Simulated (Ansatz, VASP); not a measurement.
**One calculation of Mn, two programs**

```
Mn
1.0
     0.00000    1.75863    1.75863
     1.75863    0.00000    1.75863
     1.75863    1.75863    0.00000
Mn
1
Direct
  0.00000 0.00000 0.00000
```

Alike in both runs: task single point; functional r2SCAN; k mesh 17 × 17 × 17; occupations fermi-dirac, width 0.1 eV; no spin polarisation.

```csv
,VASP,Ansatz
version,VASP 6.6.1,Ansatz 0.2.0
potentials or method,"VASP PAW PBE potentials, release 64 (Mn_pv), cutoff 520 eV","plane waves (500 eV) with PAW, scalar-relativistic"
valence electrons in the cell,13,15
```

|  | VASP | Ansatz | Ansatz less VASP |
| --- | --- | --- | --- |
| pressure (GPa) | -10.7 | -11.0 | -0.22 |

VASP's potentials were made for PBE, not for r2SCAN. VASP's potentials hold 13 valence electrons a cell and Ansatz's 15, so a difference there can come from the potentials and not from the codes.
